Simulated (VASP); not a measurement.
# Li (Fm-3m) in VASP: further runs

The runs below take Li through single point, with PBE+D3(BJ).

All numbers are computed with VASP 6.6.1; they aren't measurements. Logs are shortened: lines on timing, memory, paths and dates and some standing lists are left out, and cuts for length are marked.

## 1. The cell of the first run

The structure is cubic, space group Fm-3m (No. 225). Conventional cell: a = 4.177 Å, b = 4.177 Å, c = 4.177 Å, α = 90.00°, β = 90.00°, γ = 90.00°. Li (site symmetry m-3m) has 12 Li at 2.95 Å within 3.9 Å.

## 2. Single point, PBE+D3(BJ)

INCAR

```
ALGO = Normal ; EDIFF = 1E-6
ENCUT = 520 ; GGA = PE
ISIF = 2 ; ISMEAR = 0
IVDW = 12 ; LASPH = True
LCHARG = True ; LELF = True
LREAL = False ; LVHAR = True
LWAVE = False ; NBANDS = 10
NELM = 100 ; PREC = Accurate
SIGMA = 0.15
```

KPOINTS

```
k-points
0
Gamma
  16 16 12
```

POSCAR

```
Li
1.0
    0.0000000000     -2.0886081792     -2.0886081792
    0.0000000000      2.0886081792     -2.0886081792
    4.1772163584      0.0000000000      0.0000000000
Li
2
Direct
    0.5000000000      0.5000000000      0.5000000000
    0.0000000000      0.0000000000      0.0000000000
```

Potentials or basis: VASP PAW PBE potentials, release 64 (Li_sv).

Started as:

```console
$ cat potpaw_PBE.64/Li_sv/POTCAR > POTCAR
$ mpirun -np 1 vasp_std > vasp.out
```

OUTCAR:

```text
EDIFF = 1E-6
   ENCUT = 520
   GGA = PE
   ISIF = 2
   ISMEAR = 0
   IVDW = 12
   LASPH = True
   LREAL = False
   NELM = 100
   PREC = Accurate
 IVDW          = 12

 ion  position               nearest neighbor table
   1  0.500  0.500  0.500-
   2  0.000  0.000  0.000-

  LATTYP: Found a simple tetragonal cell.
 ALAT       =     2.9537380135
 C/A-ratio  =     1.4142135624

  Lattice vectors:

 A1 = (   0.0000000000,  -2.0886081792,  -2.0886081792)
 A2 = (   0.0000000000,   2.0886081792,  -2.0886081792)
 A3 = (   4.1772163584,   0.0000000000,   0.0000000000)

Analysis of symmetry for initial positions (statically):
=====================================================================
 Subroutine PRICEL returns following result:

  LATTYP: Found a face centered cubic cell.
 ALAT       =     4.1772163584

  Lattice vectors:

 A1 = (  -2.0886081792,   0.0000000000,   2.0886081792)
 A2 = (  -2.0886081792,  -2.0886081792,   0.0000000000)
 A3 = (  -0.0000000000,  -2.0886081792,   2.0886081792)

   2 primitive cells build up your supercell.

 Routine SETGRP: Setting up the symmetry group for a
 simple tetragonal supercell.

 Subroutine GETGRP returns: Found 16 space group operations
 (whereof 16 operations were pure point group operations)
 out of a pool of 16 trial point group operations.

The static configuration has the point symmetry D_4h.

Analysis of symmetry for dynamics (positions and initial velocities):
=====================================================================
 Subroutine PRICEL returns following result:

  LATTYP: Found a face centered cubic cell.
 ALAT       =     4.1772163584

  Lattice vectors:

 A1 = (  -2.0886081792,   0.0000000000,   2.0886081792)
 A2 = (  -2.0886081792,  -2.0886081792,   0.0000000000)
 A3 = (  -0.0000000000,  -2.0886081792,   2.0886081792)

   2 primitive cells build up your supercell.

 Routine SETGRP: Setting up the symmetry group for a
 simple tetragonal supercell.

 Subroutine GETGRP returns: Found 16 space group operations
 (whereof 16 operations were pure point group operations)
 out of a pool of 16 trial point group operations.

[... 97 lines left out ...]
   NELM   =    100;   NELMIN=  2; NELMDL= -5     # of ELM steps
   EDIFF  = 0.1E-05   stopping-criterion for ELM
   LREAL  =      F    real-space projection
   EDIFFG = 0.1E-04   stopping-criterion for IOM
   NSW    =      0    number of steps for IOM
   IBRION =     -1    ionic relax: 0-MD 1-quasi-New 2-CG
   NFREE  =      0    steps in history (QN), initial steepest desc. (CG)
   ISIF   =      2    stress and relaxation
   ISYM   =      2    0-nonsym 1-usesym 2-fastsym
   POTIM  = 0.5000    time-step for ionic-motion
   TEBEG  =    0.0;   TEEND  =   0.0 temperature during run
   PSTRESS=    0.0 pullay stress
   NELECT =       6.0000    total number of electrons
   NUPDOWN=      -1.0000    fix difference up-down
   EMIN   =  10.00;   EMAX   =-10.00  energy-range for DOS
   EFERMI =   0.00;   METHOD = LEGACY
   ISMEAR =     0;   SIGMA  =   0.15  broadening in eV -4-tet -1-fermi 0-gaus
   EFERMI_NEDOS =   21; number of points for ismear=-14 and -15
   IALGO  =     38    algorithm
   IMIX   =      4    mixing-type and parameters
     AMIX     =   0.40;   BMIX     =  1.00
     AMIX_MAG =   1.60;   BMIX_MAG =  1.00
  volume/ion in A,a.u.               =      18.22       122.97
  Fermi-wavevector in a.u.,A,eV,Ry     =   0.897253  1.695562 10.953548  0.805063
  Thomas-Fermi vector in A             =   2.019814
   LORBIT       =      0    0 simple, 1 ext, 2 COOP (PROOUT), +10 PAW based schemes
   GGA     = PE    functional components
   LHFCALC =     F    Hartree Fock is set to
   AEXX    =    0.0000 exact exchange contribution
   IVDW    =    12    specifies the selected vdW correction
   LEPSILON=     F    determine dielectric tensor
   LRPA    =     F    only Hartree local field effects (RPA)
 non-spin polarized calculation
 Gauss-broadening in eV      SIGMA  =   0.15
  energy-cutoff  :      520.00
  volume of cell :       36.44
 maximum number of plane-waves:      1008
 NGX is ok and might be reduce to    24

 number of electron       5.9999987 magnetization

 Free energy of the ion-electron system (eV)
  ---------------------------------------------------
  ext. energy  EPLUGINS =         0.00000000
  ---------------------------------------------------
  free energy    TOTEN  =        -3.79776131 eV

  energy without entropy =       -3.78661126  energy(sigma->0) =       -3.79218628

 E-fermi :   0.9258     XC(G=0):  -7.3087

 val. band max:        0.9256192951   @ k =   0.3750   0.3125   0.3333
 cond. band min:       0.9348505667   @ k =   0.2500   0.2500   0.4167
 fundamental gap:      0.0092312717
 Fermi energy:         0.9257581858

 k-point     1 :       0.0000    0.0000    0.0000
  band No.  band energies     occupation
      1     -45.4158      2.00000
      2     -45.3791      2.00000
      3      -2.7577      2.00000
      4       2.5465      0.00000
      5       6.0407      0.00000
      6       9.9939      0.00000
      7       9.9939      0.00000
      8      12.2814      0.00000
      9      16.4093      0.00000
     10      16.4094      0.00000
[... 287 lines left out ...]
 k-point    24 :       0.5000    0.1250    0.0000
  band No.  band energies     occupation
      1     -45.3869      2.00000
      2     -45.3869      2.00000
      3       0.5719      1.99915
      4       0.5719      1.99915
      5       7.0182      0.00000
      6       7.0182      0.00000
      7       9.5340      0.00000
      8       9.5340      0.00000
      9      12.5627      0.00000
     10      12.5627      0.00000

 [... further k-points ...]

------------------------ aborting loop because EDIFF is reached ----------------------------------------

 Edisp (eV)   -0.37626

 E8    (eV) :    -0.1564

  FORCE on cell =-STRESS in cart. coord.  units (eV):
  Direction    XX          YY          ZZ          XY          YZ          ZX
  --------------------------------------------------------------------------------------
  -------------------------------------------------------------------------------------
  Total      -0.01722    -0.00748    -0.00748     0.00000     0.00000     0.00000
  in kB      -0.75701    -0.32902    -0.32902     0.00000     0.00000     0.00000
  external pressure =       -0.47 kB  Pullay stress =        0.00 kB

 VOLUME and BASIS-vectors are now :
 -----------------------------------------------------------------------------
  energy-cutoff  :      520.00
  volume of cell :       36.44
      direct lattice vectors                 reciprocal lattice vectors
     0.000000000 -2.088608179 -2.088608179     0.000000000 -0.239393872 -0.239393872
     0.000000000  2.088608179 -2.088608179     0.000000000  0.239393872 -0.239393872
     4.177216358  0.000000000  0.000000000     0.239393872  0.000000000  0.000000000

 POSITION                                       TOTAL-FORCE (eV/Angst)
 -----------------------------------------------------------------------------------
      2.08861      0.00000     -2.08861         0.000000      0.000000     -0.000000
      0.00000      0.00000      0.00000        -0.000000     -0.000000      0.000000
 -----------------------------------------------------------------------------------
    total drift:                               -0.000000      0.000000     -0.000000

  FREE ENERGIE OF THE ION-ELECTRON SYSTEM (eV)
  ---------------------------------------------------
  free  energy   TOTEN  =        -4.1740239602 eV

  energy  without entropy=       -4.1628739042  energy(sigma->0) =       -4.16844893
```

It took 46 s on 1 thread of Intel Xeon Platinum 8124M at 3.00GHz (Skylake/Cascade Lake), shared host; peak memory 0.21 GiB.

What came out:

```
Free energy                : -4.1740 eV
Band gap on the k mesh     : zero (band 3 reaches 4.66 eV, above the bottom of band 4 at -1.19 eV)
Dispersion energy per atom : -0.188 eV
```

Levels at points of the mesh, in eV from the Fermi level:
| k point | band 1 | band 2 | band 3 | band 4 | band 5 | band 6 |
| --- | --- | --- | --- | --- | --- | --- |
| (0.00, 0.00, 0.00) | -46.34 | -46.30 | -3.68 | 1.62 | 5.11 | 9.07 |
| (0.50, 0.00, 0.00) | -46.31 | -46.31 | -0.56 | -0.56 | 5.84 | 5.84 |
| (0.50, 0.50, 0.00) | -46.30 | -46.30 | 1.62 | 1.62 | 5.12 | 5.12 |
| (0.00, 0.00, 0.50) | -46.32 | -46.32 | -2.12 | -2.12 | 11.08 | 11.08 |
| (0.50, 0.00, 0.50) | -46.31 | -46.31 | -0.05 | -0.05 | 3.30 | 3.30 |
| (0.50, 0.50, 0.50) | -46.30 | -46.30 | 3.73 | 3.73 | 3.73 | 3.73 |

Caveat: the cutoff is under 1.25 times the usual one of these potentials, so pressure, stress and relaxed cells hold a basis-set (Pulay) error; pairwise dispersion overbinds metals, which lowers pressure and volume.

## 3. Single point, PBE+D3(BJ)

This run uses another cell than the first one: it holds 1 atom, not 2.

INCAR

```
SYSTEM = Li
ALGO = Normal
EDIFF = 1E-7
ENCUT = 520
GGA = PE
ISIF = 2
ISMEAR = 0
IVDW = 12
LASPH = .True.
LCHARG = .False.
LREAL = .False.
LWAVE = .False.
NBANDS = 8
NELM = 100
PREC = Accurate
SIGMA = 0.1
```

KPOINTS

```
k-points
0
Gamma
  18 18 18
  0 0 0
```

POSCAR

```
Li
1.0
    0.0000000000      2.0886081792      2.0886081792
    2.0886081792      0.0000000000      2.0886081792
    2.0886081792      2.0886081792      0.0000000000
Li
1
Direct
    0.0000000000      0.0000000000      0.0000000000
```

Potentials or basis: VASP PAW PBE potentials, release 64 (Li_sv).

Started as:

```console
$ cat potpaw_PBE.64/Li_sv/POTCAR > POTCAR
$ mpirun -np 1 vasp_std > vasp.out
```

OUTCAR:

```text
SYSTEM = Li
   EDIFF = 1E-7
   ENCUT = 520
   GGA = PE
   ISIF = 2
   ISMEAR = 0
   IVDW = 12
   LASPH = .True.
   LREAL = .False.
   NELM = 100
   PREC = Accurate
 IVDW          = 12

 ion  position               nearest neighbor table
   1  0.000  0.000  0.000-

  LATTYP: Found a face centered cubic cell.
 ALAT       =     4.1772163584

  Lattice vectors:

 A1 = (   0.0000000000,   2.0886081792,   2.0886081792)
 A2 = (   2.0886081792,   0.0000000000,   2.0886081792)
 A3 = (   2.0886081792,   2.0886081792,   0.0000000000)

Analysis of symmetry for initial positions (statically):
=====================================================================
 Subroutine PRICEL returns:
 Original cell was already a primitive cell.

 Routine SETGRP: Setting up the symmetry group for a
 face centered cubic supercell.

 Subroutine GETGRP returns: Found 48 space group operations
 (whereof 48 operations were pure point group operations)
 out of a pool of 48 trial point group operations.

The static configuration has the point symmetry O_h .

Analysis of symmetry for dynamics (positions and initial velocities):
=====================================================================
 Subroutine PRICEL returns:
 Original cell was already a primitive cell.

 Routine SETGRP: Setting up the symmetry group for a
 face centered cubic supercell.

 Subroutine GETGRP returns: Found 48 space group operations
 (whereof 48 operations were pure point group operations)
 out of a pool of 48 trial point group operations.

The dynamic configuration has the point symmetry O_h .

 Subroutine INISYM returns: Found 48 space group operations
 (whereof 48 operations are pure point group operations),
 and found     1 'primitive' translations

----------------------------------------------------------------------------------------

                                     Primitive cell

  volume of cell :      18.2222

[... 109 lines left out ...]
  Thomas-Fermi vector in A             =   2.019814
   LORBIT       =      0    0 simple, 1 ext, 2 COOP (PROOUT), +10 PAW based schemes
   GGA     = PE    functional components
   LHFCALC =     F    Hartree Fock is set to
   AEXX    =    0.0000 exact exchange contribution
   IVDW    =    12    specifies the selected vdW correction
   LEPSILON=     F    determine dielectric tensor
   LRPA    =     F    only Hartree local field effects (RPA)
 non-spin polarized calculation
 Gauss-broadening in eV      SIGMA  =   0.10
  energy-cutoff  :      520.00
  volume of cell :       18.22
 maximum number of plane-waves:       531
 NGX is ok and might be reduce to    24

 number of electron       3.0000005 magnetization

 Free energy of the ion-electron system (eV)
  ---------------------------------------------------
  ext. energy  EPLUGINS =         0.00000000
  ---------------------------------------------------
  free energy    TOTEN  =        -1.89866511 eV

  energy without entropy =       -1.89711753  energy(sigma->0) =       -1.89789132

 E-fermi :   0.9431     XC(G=0):  -7.3087

 val. band max:        0.9380412970   @ k =   0.5000   0.2222   0.0556
 cond. band min:       0.9966406144   @ k =   0.5000   0.1111   0.0000
 fundamental gap:      0.0585993174
 Fermi energy:         0.9430851061

 k-point     1 :       0.0000    0.0000    0.0000
  band No.  band energies     occupation
      1     -45.4166      2.00000
      2      -2.7577      2.00000
      3      16.4092      0.00000
      4      16.4093      0.00000
      5      16.4093      0.00000
      6      20.4594      0.00000
      7      20.4594      0.00000
      8      20.4594      0.00000
[... 243 lines left out ...]
 k-point    24 :      -0.2222    0.0556    0.0000
  band No.  band energies     occupation
      1     -45.4028      2.00000
      2      -1.6345      2.00000
      3       9.8391      0.00000
      4      14.0569      0.00000
      5      15.7617      0.00000
      6      19.8103      0.00000
      7      20.5669      0.00000
      8      21.2946      0.00000

 [... further k-points ...]

------------------------ aborting loop because EDIFF is reached ----------------------------------------

 Edisp (eV)   -0.18813

 E8    (eV) :    -0.0782

  FORCE on cell =-STRESS in cart. coord.  units (eV):
  Direction    XX          YY          ZZ          XY          YZ          ZX
  --------------------------------------------------------------------------------------
  -------------------------------------------------------------------------------------
  Total      -0.00926    -0.00926    -0.00926     0.00000    -0.00000     0.00000
  in kB      -0.81398    -0.81398    -0.81398     0.00000    -0.00000     0.00000
  external pressure =       -0.81 kB  Pullay stress =        0.00 kB

 VOLUME and BASIS-vectors are now :
 -----------------------------------------------------------------------------
  energy-cutoff  :      520.00
  volume of cell :       18.22
      direct lattice vectors                 reciprocal lattice vectors
     0.000000000  2.088608179  2.088608179    -0.239393872  0.239393872  0.239393872
     2.088608179  0.000000000  2.088608179     0.239393872 -0.239393872  0.239393872
     2.088608179  2.088608179  0.000000000     0.239393872  0.239393872 -0.239393872

 POSITION                                       TOTAL-FORCE (eV/Angst)
 -----------------------------------------------------------------------------------
      0.00000      0.00000      0.00000        -0.000000      0.000000      0.000000
 -----------------------------------------------------------------------------------
    total drift:                               -0.000000      0.000000     -0.000000

  FREE ENERGIE OF THE ION-ELECTRON SYSTEM (eV)
  ---------------------------------------------------
  free  energy   TOTEN  =        -2.0867964380 eV

  energy  without entropy=       -2.0852488541  energy(sigma->0) =       -2.08602265
```

OSZICAR:

```text
N       E                     dE             d eps       ncg     rms          rms(c)
DAV:   1    -0.115406411091E+00   -0.11541E+00   -0.72297E+02  3144   0.262E+02
DAV:   2    -0.187432674551E+01   -0.17589E+01   -0.17089E+01  4448   0.347E+01
DAV:   3    -0.189964025258E+01   -0.25314E-01   -0.25299E-01  3600   0.320E+00
DAV:   4    -0.189991024178E+01   -0.26999E-03   -0.26999E-03  5000   0.288E-01
DAV:   5    -0.189991074716E+01   -0.50538E-06   -0.50534E-06  3664   0.914E-03    0.187E-01
DAV:   6    -0.189898853472E+01    0.92221E-03   -0.37848E-04  4992   0.670E-02    0.114E-01
DAV:   7    -0.189867552241E+01    0.31301E-03   -0.92531E-04  4792   0.115E-01    0.311E-02
DAV:   8    -0.189866908351E+01    0.64389E-05   -0.52784E-06  3464   0.176E-02    0.182E-03
DAV:   9    -0.189866622854E+01    0.28550E-05   -0.73223E-07  4416   0.706E-03    0.612E-04
DAV:  10    -0.189866493383E+01    0.12947E-05   -0.42442E-08  2336   0.135E-03    0.660E-04
DAV:  11    -0.189866508806E+01   -0.15423E-06   -0.67425E-09  1872   0.694E-04    0.405E-05
DAV:  12    -0.189866511410E+01   -0.26047E-07   -0.13678E-09  1712   0.324E-04
   1 F= -.20867964E+01 E0= -.20860226E+01  d E =-.154758E-02
```

It took 16 s on 1 thread of Intel Xeon Platinum 8124M at 3.00GHz (Skylake/Cascade Lake), shared host; peak memory 0.15 GiB.

Results:

```yaml
Free_energy: -2.0868 eV
Dispersion_energy_per_atom: -0.188 eV
```

Caveat: the cutoff is under 1.25 times the usual one of these potentials, so pressure, stress and relaxed cells hold a basis-set (Pulay) error; pairwise dispersion overbinds metals, which lowers pressure and volume.
